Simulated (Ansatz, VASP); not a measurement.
## Two plane-wave programs on PbO2

```
CELL_PARAMETERS angstrom
0.00000 2.71649 2.71649
2.71649 0.00000 2.71649
2.71649 2.71649 0.00000
ATOMIC_POSITIONS crystal
Pb 0.00000 0.00000 0.00000
O 0.25000 0.25000 0.25000
O 0.75000 0.75000 0.75000
```

Alike in both runs: task single point; functional PBEsol; k mesh 14 × 14 × 14; occupations gaussian, width 0.1 eV; no spin polarisation.

|  | VASP | Ansatz |
| --- | --- | --- |
| version | VASP 6.6.1 | Ansatz 0.2.0 |
| potentials or method | VASP PAW PBE potentials, release 64 (Pb_d, O), cutoff 520 eV | scalar-relativistic, plane waves, PAW |
| valence electrons in the cell | 26 | 26 |

Ansatz gave:

```
gap on the k mesh at the Fermi level (eV) : none
pressure (GPa)                            : -7.6
```

Q: What did VASP give for the same quantities?

A: gap on the k mesh at the Fermi level (eV): none; pressure (GPa): -7.5.

VASP's potentials were made for PBE, not for PBEsol. A gap of «none» marks a metal or a gap that the smearing closes.

Neither program's run includes spin-orbit coupling.
